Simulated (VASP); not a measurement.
# Mn (Fm-3m) in VASP: notebook, part 2 of 2

VASP 6.6.1.

## Step 3: Single point, PBE

This run uses another cell than the first one, of 10.75 Å³/atom, 1.020 times its volume.

The input, INCAR:

```
SYSTEM = Mn
ALGO     = Normal         ! electronic algorithm
EDIFF    = 1E-7           ! SCF threshold, eV
ENCUT    = 520            ! plane-wave cutoff, eV
GGA      = PE             ! functional
ISIF     = 2              ! what is computed and relaxed
ISMEAR   = -1             ! smearing method
LASPH    = .True.         ! aspherical terms in the spheres
LCHARG   = .False.        ! write CHGCAR
LREAL    = .False.        ! projectors in reciprocal space
LWAVE    = .False.        ! write WAVECAR
NBANDS   = 12             ! bands
NELM     = 100            ! most SCF steps
PREC     = Accurate       ! precision mode
SIGMA    = 0.06122561905347299 ! smearing width, eV
```

The input, KPOINTS:

```
k-points
0
Gamma
  18 18 18
  0 0 0
```

The input, POSCAR:

```
Mn
1.0
    0.0000000000      1.7518864012      1.7518864012
    1.7518864012      0.0000000000      1.7518864012
    1.7518864012      1.7518864012      0.0000000000
Mn
1
Direct
    0.0000000000      0.0000000000      0.0000000000
```

Potentials or basis: VASP PAW PBE potentials, release 64 (Mn_pv).

The run is started by

```bash
> cat potpaw_PBE.64/Mn_pv/POTCAR > POTCAR
> mpirun -np 1 vasp_std > vasp.out
```

OUTCAR:

```text
SYSTEM = Mn
   EDIFF = 1E-7
   ENCUT = 520
   GGA = PE
   ISIF = 2
   ISMEAR = -1
   LASPH = .True.
   LREAL = .False.
   NELM = 100
   PREC = Accurate

 ion  position               nearest neighbor table
   1  0.000  0.000  0.000-

  LATTYP: Found a face centered cubic cell.
 ALAT       =     3.5037728024

  Lattice vectors:

 A1 = (   0.0000000000,   1.7518864012,   1.7518864012)
 A2 = (   1.7518864012,   0.0000000000,   1.7518864012)
 A3 = (   1.7518864012,   1.7518864012,   0.0000000000)

Analysis of symmetry for initial positions (statically):
=====================================================================
 Subroutine PRICEL returns:
 Original cell was already a primitive cell.

 Routine SETGRP: Setting up the symmetry group for a
 face centered cubic supercell.

 Subroutine GETGRP returns: Found 48 space group operations
 (whereof 48 operations were pure point group operations)
 out of a pool of 48 trial point group operations.

The static configuration has the point symmetry O_h .

Analysis of symmetry for dynamics (positions and initial velocities):
=====================================================================
 Subroutine PRICEL returns:
 Original cell was already a primitive cell.

 Routine SETGRP: Setting up the symmetry group for a
 face centered cubic supercell.

 Subroutine GETGRP returns: Found 48 space group operations
 (whereof 48 operations were pure point group operations)
 out of a pool of 48 trial point group operations.

The dynamic configuration has the point symmetry O_h .

 Subroutine INISYM returns: Found 48 space group operations
 (whereof 48 operations are pure point group operations),
 and found     1 'primitive' translations

----------------------------------------------------------------------------------------

                                     Primitive cell

  volume of cell :      10.7534

  direct lattice vectors                    reciprocal lattice vectors
[... 105 lines left out ...]
     AMIX_MAG =   1.60;   BMIX_MAG =  1.00
  volume/ion in A,a.u.               =      10.75        72.57
  Fermi-wavevector in a.u.,A,eV,Ry     =   1.743974  3.295633 41.381376  3.041445
  Thomas-Fermi vector in A             =   2.815943
   LORBIT       =      0    0 simple, 1 ext, 2 COOP (PROOUT), +10 PAW based schemes
   GGA     = PE    functional components
   LHFCALC =     F    Hartree Fock is set to
   AEXX    =    0.0000 exact exchange contribution
   IVDW    =     0    specifies the selected vdW correction
   LEPSILON=     F    determine dielectric tensor
   LRPA    =     F    only Hartree local field effects (RPA)
 non-spin polarized calculation
  energy-cutoff  :      520.00
  volume of cell :       10.75
 maximum number of plane-waves:       303
   NGX =  9   NGY =  9   NGZ =  9

 number of electron      12.9999998 magnetization

 Free energy of the ion-electron system (eV)
  ---------------------------------------------------
  ext. energy  EPLUGINS =         0.00000000
  ---------------------------------------------------
  free energy    TOTEN  =        -8.92451820 eV

  energy without entropy =       -8.90519189  energy(sigma->0) =       -8.91485505

 E-fermi :  10.4953     XC(G=0): -14.0174

 val. band max:       10.4874663959   @ k =  -0.3333   0.2778   0.0000
 cond. band min:      10.4985133199   @ k =   0.3333   0.2222   0.0556
 fundamental gap:      0.0110469241
 Fermi energy:        10.4952847179

 k-point     1 :       0.0000    0.0000    0.0000
  band No.  band energies     occupation
      1     -37.1622      2.00000
      2     -37.1622      2.00000
      3     -37.1622      2.00000
      4       2.1849      2.00000
      5       9.3466      2.00000
      6       9.3466      2.00000
      7       9.3466      2.00000
      8      11.0324      0.00031
      9      11.0324      0.00031
     10      31.8800      0.00000
     11      37.6891      0.00000
     12      37.6891      0.00000
[... 331 lines left out ...]
 k-point    24 :      -0.2222    0.0556    0.0000
  band No.  band energies     occupation
      1     -37.5270      2.00000
      2     -37.2337      2.00000
      3     -37.2013      2.00000
      4       4.4327      2.00000
      5       8.6870      2.00000
      6       9.6241      2.00000
      7       9.7099      1.99999
      8      10.8816      0.00363
      9      11.3970      0.00000
     10      27.3786      0.00000
     11      32.2164      0.00000
     12      36.4667      0.00000

 [... further k-points ...]
[... 5 lines left out ...]
  --------------------------------------------------------------------------------------
  -------------------------------------------------------------------------------------
  Total       -0.0247134     -0.0247134     -0.0247134     -0.0000000     -0.0000000      0.0000000
  in kB       -3.6820947     -3.6820947     -3.6820947     -0.0000000     -0.0000000      0.0000000
  external PRESSURE =      -3.6820947 kB  Pullay stress =       0.0000000 kB

 VOLUME and BASIS-vectors are now :
 -----------------------------------------------------------------------------
  energy-cutoff  :      520.00
  volume of cell :       10.75
      direct lattice vectors                 reciprocal lattice vectors
     0.000000000  1.751886401  1.751886401    -0.285406633  0.285406633  0.285406633
     1.751886401  0.000000000  1.751886401     0.285406633 -0.285406633  0.285406633
     1.751886401  1.751886401  0.000000000     0.285406633  0.285406633 -0.285406633

 POSITION                                       TOTAL-FORCE (eV/Angst)
 -----------------------------------------------------------------------------------
      0.00000      0.00000      0.00000         0.000000      0.000000      0.000000
 -----------------------------------------------------------------------------------
    total drift:                                0.000000     -0.000000     -0.000000

  FREE ENERGIE OF THE ION-ELECTRON SYSTEM (eV)
  ---------------------------------------------------
  free  energy   TOTEN  =        -8.9245181984 eV

  energy  without entropy=       -8.9051918934  energy(sigma->0) =       -8.91485505
```

OSZICAR:

```text
N       E                     dE             d eps       ncg     rms          rms(c)
DAV:   1     0.789232923159E+02    0.78923E+02   -0.77778E+03  4736   0.140E+03
DAV:   2    -0.918907981526E+01   -0.88112E+02   -0.84541E+02  4796   0.317E+02
DAV:   3    -0.106085049672E+02   -0.14194E+01   -0.14144E+01  5168   0.469E+01
DAV:   4    -0.106170842279E+02   -0.85793E-02   -0.85789E-02  5052   0.353E+00
DAV:   5    -0.106171932493E+02   -0.10902E-03   -0.10902E-03  5092   0.396E-01    0.131E+01
DAV:   6    -0.898910271714E+01    0.16281E+01   -0.45831E+00  4792   0.433E+01    0.195E+00
DAV:   7    -0.893635045261E+01    0.52752E-01   -0.17311E-01  4996   0.783E+00    0.810E-01
DAV:   8    -0.892500335530E+01    0.11347E-01   -0.36293E-03  5140   0.985E-01    0.226E-01
DAV:   9    -0.892452613265E+01    0.47722E-03   -0.11710E-03  4856   0.623E-01    0.285E-02
DAV:  10    -0.892452246806E+01    0.36646E-05   -0.10649E-05  5064   0.456E-02    0.841E-03
DAV:  11    -0.892451778277E+01    0.46853E-05   -0.45963E-07  5160   0.113E-02    0.715E-04
DAV:  12    -0.892451813438E+01   -0.35161E-06   -0.32494E-08  2884   0.284E-03    0.301E-04
DAV:  13    -0.892451819837E+01   -0.63998E-07   -0.17595E-09  2424   0.551E-04
   1 F= -.89245182E+01 E0= -.89148550E+01  d E =-.193263E-01
```

stdout:

```text
POSCAR found type information on POSCAR Mn
 POSCAR found :  1 types and       1 ions
 scaLAPACK will be used
 LDA part: xc-table for (Slater+PW92), standard interpolation
 POSCAR, INCAR and KPOINTS ok, starting setup
 FFT: planning ... GRIDC
 FFT: planning ... GRID_SOFT
 FFT: planning ... GRID
 WAVECAR not read
 entering main loop
```

It took 22 s on 1 thread of Intel Xeon Platinum 8259CL at 2.50GHz (Skylake/Cascade Lake), shared host; peak memory 0.13 GiB.

What came out:

```
Free energy : -8.9245 eV
Pressure    : -0.4 GPa
```

Caveat: the run has no spin polarisation, though such a crystal can be magnetic.
